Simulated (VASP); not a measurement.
Set up this calculation in VASP 6.6.1, as the native input.

| Item | Value |
| --- | --- |
| Task | single point |
| Functional | PBE |
| Potentials or basis | VASP PAW PBE potentials, release 64 (Ru_pv) |
| Cutoff | 400 eV |
| k mesh | 14 × 14 × 1 |
| Occupations | fermi-dirac, width 0.08 eV |
| Spin | no spin polarisation |
| Dipole correction | yes |
| Further INCAR settings | ALGO = Normal; EDIFF = 1e-06; NBANDS = 43; NELMDL = -8 |

The structure of Ru lies in POSCAR:

```
Ru
1.0
    2.7207384562      0.0000000000      0.0000000000
   -1.3603692281      2.3562286201      0.0000000000
    0.0000000000      0.0000000000     24.5921000000
Ru
5
Direct
    0.0000000000      0.0000000000      0.3280210984
    0.3333333333      0.6666666667      0.4120277494
    0.0000000000      0.0000000000      0.4999999988
    0.3333333333      0.6666666667      0.5879722507
    0.0000000000      0.0000000000      0.6719789024
```

These files were run (other wordings do the same):

INCAR

```
SYSTEM = Ru
ALGO = Normal
DIPOL = 0.5 0.5 0.500
EDIFF = 1E-6
ENCUT = 400
GGA = PE
GGA_COMPAT = .FALSE.
IDIPOL = 3
ISIF = 2
ISMEAR = -1
LASPH = .TRUE.
LCHARG = .FALSE.
LDIPOL = .TRUE.
LREAL = .FALSE.
LWAVE = .FALSE.
NBANDS = 43
NELM = 120
NELMDL = -8
PREC = Accurate
SIGMA = 0.08
```

KPOINTS

```
k-points
0
G
  14 14 1
  0 0 0
```

Potentials or basis: VASP PAW PBE potentials, release 64 (Ru_pv).

Run with:

```sh
$ cat potpaw_PBE.64/Ru_pv/POTCAR > POTCAR
$ mpirun -np 1 vasp_std > vasp.out
```

It gave:

The largest force is 0.013 eV/Å and the band gap on the k mesh is zero (bands 35 and 36 overlap by 2.39 eV).

It took 5.5 min on 1 thread of Intel Xeon 8259CL, on a shared host, peak memory 0.25 GiB.
